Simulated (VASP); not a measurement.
# W (Fm-3m) in VASP: single point with r2SCAN

Aim: the single point of W with r2SCAN.

Everything below comes from runs of VASP 6.6.1. Logs are shortened: lines on timing, memory, paths and dates and some standing lists are left out, and cuts for length are marked.

## 1. The cell of the first run

Symmetry: Fm-3m, No. 225, cubic system. Conventional cell: a = 4.060 Å, b = 4.060 Å, c = 4.060 Å, α = 90.00°, β = 90.00°, γ = 90.00°. Within 3.8 Å of W (site symmetry m-3m) lie 12 W at 2.87 Å.

This isn't the form of W at room conditions, which is bcc.

## 2. Single point, r2SCAN

Input file POSCAR:

```
W
1.0
    0.0000000000      4.0600000000      4.0600000000
    4.0600000000      0.0000000000      4.0600000000
    4.0600000000      4.0600000000      0.0000000000
W
8
Direct
    0.0000000000      0.0000000000      0.0000000000
    0.0000000000      0.0000000000      0.5000000000
    0.0000000000      0.5000000000      0.0000000000
    0.0000000000      0.5000000000      0.5000000000
    0.5000000000      0.0000000000      0.0000000000
    0.5000000000      0.0000000000      0.5000000000
    0.5000000000      0.5000000000      0.0000000000
    0.5000000000      0.5000000000      0.5000000000
```

Input file INCAR.step1:

```
  PREC = Accurate
  ENCUT = 520
  ISMEAR = 0
  SIGMA = 0.15
  LREAL = F
  LASPH = T
  NELM = 80
  NBANDS = 66
  GGA = PE
  ALGO = Normal
  EDIFF = 1E-4
  LWAVE = T
  LCHARG = F
```

Input file INCAR.step2:

```
  PREC = Accurate
  ENCUT = 520
  EDIFF = 1E-7
  ISMEAR = 0
  SIGMA = 0.15
  LREAL = F
  LASPH = T
  NELM = 80
  ALGO = Normal
  ISIF = 2
  LWAVE = F
  LCHARG = F
  METAGGA = R2SCAN
  LMIXTAU = T
  NBANDS = 66
  ISTART = 1
```

Input file KPOINTS:

```
Automatic mesh
0
Gamma
  10 10 10
```

Potentials or basis: VASP PAW PBE potentials, release 64 (W_sv).

On the command line:

```
cat potpaw_PBE.64/W_sv/POTCAR > POTCAR
cp INCAR.step1 INCAR
mpirun -np 1 vasp_std > vasp.out
cp INCAR.step2 INCAR
mpirun -np 1 vasp_std > vasp.out
```

OUTCAR:

```text
PREC = Accurate
   ENCUT = 520
   EDIFF = 1E-7
   ISMEAR = 0
   LREAL = F
   LASPH = T
   NELM = 80
   ISIF = 2
   METAGGA = R2SCAN
   ISTART = 1

 ion  position               nearest neighbor table
   1  0.000  0.000  0.000-   2 2.87   3 2.87   5 2.87   2 2.87   4 2.87   6 2.87   3 2.87   4 2.87
                             7 2.87   5 2.87   6 2.87   7 2.87
   2  0.000  0.000  0.500-   1 2.87   4 2.87   6 2.87   1 2.87   3 2.87   5 2.87   3 2.87   4 2.87
                             8 2.87   5 2.87   6 2.87   8 2.87
   3  0.000  0.500  0.000-   1 2.87   4 2.87   7 2.87   2 2.87   4 2.87   8 2.87   1 2.87   2 2.87
                             5 2.87   5 2.87   7 2.87   8 2.87
   4  0.000  0.500  0.500-   2 2.87   3 2.87   8 2.87   1 2.87   3 2.87   7 2.87   1 2.87   2 2.87
                             6 2.87   6 2.87   7 2.87   8 2.87
   5  0.500  0.000  0.000-   1 2.87   6 2.87   7 2.87   2 2.87   6 2.87   8 2.87   3 2.87   7 2.87
                             8 2.87   1 2.87   2 2.87   3 2.87
   6  0.500  0.000  0.500-   2 2.87   5 2.87   8 2.87   1 2.87   5 2.87   7 2.87   4 2.87   7 2.87
                             8 2.87   1 2.87   2 2.87   4 2.87
   7  0.500  0.500  0.000-   3 2.87   5 2.87   8 2.87   4 2.87   6 2.87   8 2.87   1 2.87   5 2.87
                             6 2.87   1 2.87   3 2.87   4 2.87
   8  0.500  0.500  0.500-   4 2.87   6 2.87   7 2.87   3 2.87   5 2.87   7 2.87   2 2.87   5 2.87
                             6 2.87   2 2.87   3 2.87   4 2.87

  LATTYP: Found a face centered cubic cell.
 ALAT       =     8.1200000000

  Lattice vectors:

 A1 = (   0.0000000000,   4.0600000000,   4.0600000000)
 A2 = (   4.0600000000,   0.0000000000,   4.0600000000)
 A3 = (   4.0600000000,   4.0600000000,   0.0000000000)

Analysis of symmetry for initial positions (statically):
=====================================================================
 Subroutine PRICEL returns following result:

  LATTYP: Found a face centered cubic cell.
 ALAT       =     4.0600000000

  Lattice vectors:

 A1 = (   0.0000000000,   2.0300000000,   2.0300000000)
 A2 = (   2.0300000000,   0.0000000000,   2.0300000000)
 A3 = (   2.0300000000,   2.0300000000,   0.0000000000)

   8 primitive cells build up your supercell.

 Routine SETGRP: Setting up the symmetry group for a
 face centered cubic supercell.

 Subroutine GETGRP returns: Found 48 space group operations
 (whereof 48 operations were pure point group operations)
 out of a pool of 48 trial point group operations.

The static configuration has the point symmetry O_h .

Analysis of symmetry for dynamics (positions and initial velocities):
=====================================================================
 Subroutine PRICEL returns following result:

  LATTYP: Found a face centered cubic cell.
 ALAT       =     4.0600000000

  Lattice vectors:

 A1 = (   0.0000000000,   2.0300000000,   2.0300000000)
 A2 = (   2.0300000000,   0.0000000000,   2.0300000000)
 A3 = (   2.0300000000,   2.0300000000,   0.0000000000)

   8 primitive cells build up your supercell.

 Routine SETGRP: Setting up the symmetry group for a
 face centered cubic supercell.

 Subroutine GETGRP returns: Found 48 space group operations
 (whereof 48 operations were pure point group operations)
 out of a pool of 48 trial point group operations.

The dynamic configuration has the point symmetry O_h .

 Subroutine INISYM returns: Found 48 space group operations
 (whereof 48 operations are pure point group operations),
 and found     8 'primitive' translations

----------------------------------------------------------------------------------------

                                     Primitive cell

  volume of cell :      16.7309

  direct lattice vectors                    reciprocal lattice vectors
     0.000000000  2.030000000  2.030000000    -0.246305419  0.246305419  0.246305419
     2.030000000  0.000000000  2.030000000     0.246305419 -0.246305419  0.246305419
     2.030000000  2.030000000  0.000000000     0.246305419  0.246305419 -0.246305419

  length of vectors
     2.870853532  2.870853532  2.870853532     0.426613499  0.426613499  0.426613499

  position of ions in fractional coordinates (direct lattice)
     0.000000000  0.000000000  0.000000000

  ion indices of the primitive-cell ions
   primitive index   ion index
                 1           1

----------------------------------------------------------------------------------------

 KPOINTS: Automatic mesh

Automatic generation of k-mesh.
 Grid dimensions read from file:
 generate k-points for:   10   10   10

 Generating k-lattice:

  Cartesian coordinates                     Fractional coordinates (reciprocal lattice)
    -0.012315271  0.012315271  0.012315271     0.100000000  0.000000000  0.000000000
     0.012315271 -0.012315271  0.012315271     0.000000000  0.100000000  0.000000000
     0.012315271  0.012315271 -0.012315271     0.000000000  0.000000000  0.100000000

  Length of vectors
     0.021330675  0.021330675  0.021330675

  Shift w.r.t. Gamma in fractional coordinates (k-lattice)
     0.000000000  0.000000000  0.000000000

 Subroutine IBZKPT returns following result:
 ===========================================

 Found     47 irreducible k-points:

 Following reciprocal coordinates:
            Coordinates               Weight
  0.000000  0.000000  0.000000      1.000000
  0.100000  0.000000  0.000000      8.000000
  0.200000  0.000000  0.000000      8.000000
  0.300000  0.000000  0.000000      8.000000
  0.400000  0.000000  0.000000      8.000000
  0.500000  0.000000  0.000000      4.000000
[... 16 lines left out ...]
  0.300000  0.300000  0.000000      6.000000
  0.400000  0.300000  0.000000     24.000000
 [... further k-points ...]
   k-points           NKPTS =     47   k-points in BZ     NKDIM =     47   number of bands    NBANDS=     66
   number of dos      NEDOS =    301   number of ions     NIONS =      8
   total plane-waves  NPLWV = 110592
   dimension x,y,z NGX =    48 NGY =   48 NGZ =   48
   dimension x,y,z NGXF=    96 NGYF=   96 NGZF=   96
   ions per type =               8
   NGX,Y,Z   is equivalent  to a cutoff of  13.90, 13.90, 13.90 a.u.
   NGXF,Y,Z  is equivalent  to a cutoff of  27.80, 27.80, 27.80 a.u.
 SYSTEM =  unknown system
   PREC   = accura    normal or accurate (medium, high low for compatibility)
   ISTART =      1    job   : 0-new  1-cont  2-samecut
   ICHARG =      0    charge: 1-file 2-atom 10-const
   ISPIN  =      1    spin polarized calculation?
   LNONCOLLINEAR =      F non collinear calculations
   LSORBIT =      F    spin-orbit coupling
   LASPH  =      T    aspherical Exc in radial PAW
   ENCUT  =  520.0 eV  38.22 Ry    6.18 a.u.  10.68 10.68 10.68*2*pi/ulx,y,z
   NELM   =     80;   NELMIN=  2; NELMDL=  0     # of ELM steps
   EDIFF  = 0.1E-06   stopping-criterion for ELM
   LREAL  =      F    real-space projection
   EDIFFG = 0.1E-05   stopping-criterion for IOM
   NSW    =      0    number of steps for IOM
   IBRION =     -1    ionic relax: 0-MD 1-quasi-New 2-CG
   NFREE  =      0    steps in history (QN), initial steepest desc. (CG)
   ISIF   =      2    stress and relaxation
   ISYM   =      2    0-nonsym 1-usesym 2-fastsym
   POTIM  = 0.5000    time-step for ionic-motion
   TEBEG  =    0.0;   TEEND  =   0.0 temperature during run
   PSTRESS=    0.0 pullay stress
   NELECT =     112.0000    total number of electrons
   NUPDOWN=      -1.0000    fix difference up-down
   EMIN   =  10.00;   EMAX   =-10.00  energy-range for DOS
   EFERMI =   0.00;   METHOD = LEGACY
   ISMEAR =     0;   SIGMA  =   0.15  broadening in eV -4-tet -1-fermi 0-gaus
   EFERMI_NEDOS =   21; number of points for ismear=-14 and -15
   IALGO  =     38    algorithm
   IMIX   =      4    mixing-type and parameters
     AMIX     =   0.40;   BMIX     =  1.00
     AMIX_MAG =   1.60;   BMIX_MAG =  1.00
  volume/ion in A,a.u.               =      16.73       112.91
  Fermi-wavevector in a.u.,A,eV,Ry     =   1.542688  2.915258 32.380324  2.379887
  Thomas-Fermi vector in A             =   2.648457
   LORBIT       =      0    0 simple, 1 ext, 2 COOP (PROOUT), +10 PAW based schemes
   METAGGA = R2SCAN    functional components
   LHFCALC =     F    Hartree Fock is set to
   AEXX    =    0.0000 exact exchange contribution
   IVDW    =     0    specifies the selected vdW correction
   LEPSILON=     F    determine dielectric tensor
   LRPA    =     F    only Hartree local field effects (RPA)
 non-spin polarized calculation
 Gauss-broadening in eV      SIGMA  =   0.15
  energy-cutoff  :      520.00
  volume of cell :      133.85
 maximum number of plane-waves:      3647
 NGX is ok and might be reduce to    48
   NGX = 21   NGY = 21   NGZ = 21

 number of electron     112.0000014 magnetization

 Free energy of the ion-electron system (eV)
  ---------------------------------------------------
  ext. energy  EPLUGINS =         0.00000000
  ---------------------------------------------------
  free energy    TOTEN  =      -406.32420271 eV

  energy without entropy =     -406.20252180  energy(sigma->0) =     -406.26336225

 E-fermi :  10.0822     XC(G=0): -14.6083

 val. band max:       10.0688489072   @ k =   0.4000   0.1000   0.0000
 cond. band min:      10.0962349776   @ k =   0.4000   0.2000   0.1000
 fundamental gap:      0.0273860704
 Fermi energy:        10.0822056811

 k-point     1 :       0.0000    0.0000    0.0000
  band No.  band energies     occupation
      1     -65.5791      2.00000
      2     -65.4690      2.00000
      3     -65.4690      2.00000
      4     -65.4690      2.00000
      5     -65.4690      2.00000
      6     -65.4327      2.00000
[... 58 lines left out ...]
     65      15.2108      0.00000
     66      15.2332      0.00000

 k-point     2 :       0.1000    0.0000    0.0000
  band No.  band energies     occupation
      1     -65.5765      2.00000
      2     -65.4717      2.00000
      3     -65.4681      2.00000
      4     -65.4681      2.00000
      5     -65.4681      2.00000
      6     -65.4337      2.00000
[... 1507 lines left out ...]
     65      13.2444      0.00000
     66      13.5754      0.00000

 k-point    24 :       0.4000    0.3000    0.0000
  band No.  band energies     occupation
      1     -65.5380      2.00000
      2     -65.4803      2.00000
      3     -65.4723      2.00000
      4     -65.4682      2.00000
      5     -65.4682      2.00000
      6     -65.4598      2.00000
[... 58 lines left out ...]
     65      12.8316      0.00000
     66      12.8845      0.00000

 [... further k-points ...]

------------------------ aborting loop because EDIFF is reached ----------------------------------------

  FORCE on cell =-STRESS in cart. coord.  units (eV):
  Direction    XX          YY          ZZ          XY          YZ          ZX
  --------------------------------------------------------------------------------------
  -------------------------------------------------------------------------------------
  Total       -6.5627857     -6.5627857     -6.5627857     -0.0000000      0.0000000      0.0000000
  in kB      -78.5580528    -78.5580528    -78.5580528     -0.0000000      0.0000000      0.0000000
  external PRESSURE =     -78.5580528 kB  Pullay stress =       0.0000000 kB

 VOLUME and BASIS-vectors are now :
 -----------------------------------------------------------------------------
  energy-cutoff  :      520.00
  volume of cell :      133.85
      direct lattice vectors                 reciprocal lattice vectors
     0.000000000  4.060000000  4.060000000    -0.123152709  0.123152709  0.123152709
     4.060000000  0.000000000  4.060000000     0.123152709 -0.123152709  0.123152709
     4.060000000  4.060000000  0.000000000     0.123152709  0.123152709 -0.123152709

 POSITION                                       TOTAL-FORCE (eV/Angst)
 -----------------------------------------------------------------------------------
      0.00000      0.00000      0.00000        -0.000000     -0.000000     -0.000000
      2.03000      2.03000      0.00000         0.000000     -0.000000      0.000000
      2.03000      0.00000      2.03000         0.000000     -0.000000     -0.000000
      4.06000      2.03000      2.03000         0.000000     -0.000000      0.000000
      0.00000      2.03000      2.03000        -0.000000      0.000000     -0.000000
      2.03000      4.06000      2.03000        -0.000000      0.000000      0.000000
      2.03000      2.03000      4.06000        -0.000000      0.000000     -0.000000
      4.06000      4.06000      4.06000         0.000000     -0.000000     -0.000000
 -----------------------------------------------------------------------------------
    total drift:                                0.000000      0.000000      0.000000

  FREE ENERGIE OF THE ION-ELECTRON SYSTEM (eV)
  ---------------------------------------------------
  free  energy   TOTEN  =      -406.3242027084 eV

  energy  without entropy=     -406.2025217997  energy(sigma->0) =     -406.26336225
```

It took 69 min on 1 thread of Oxide Virtual Turin-like, shared host; peak memory 0.49 GiB.

Results:

| Property | Result |
| --- | --- |
| Free energy | -406.3242 eV |
| Pressure | -7.9 GPa |
| Band gap on the k mesh | zero (bands 56 and 57 overlap by 0.77 eV) |

Levels at points of the mesh, in eV from the Fermi level:
| k point | band 52 | band 53 | band 54 | band 55 | band 56 | band 57 | band 58 | band 59 | band 60 | band 61 |
| --- | --- | --- | --- | --- | --- | --- | --- | --- | --- | --- |
| (0.00, 0.00, 0.00) | -0.57 | -0.57 | -0.57 | 0.39 | 0.39 | 0.39 | 0.39 | 2.73 | 2.73 | 2.90 |
| (0.50, 0.00, 0.00) | -1.04 | -1.04 | -1.04 | -0.08 | -0.08 | -0.08 | -0.08 | 1.52 | 1.52 | 1.52 |
| (0.50, 0.50, 0.00) | -1.85 | -1.85 | -1.85 | -0.03 | -0.03 | 1.01 | 1.01 | 1.01 | 1.01 | 1.43 |

Caveat: the cell stands under tension; the PAW data sets were made with another functional, which shifts forces and pressure a little; spin-orbit coupling is left out, which moves the levels of the heavy elements.

The gap in the log of VASP goes by the Fermi energy; the results here count the filled bands.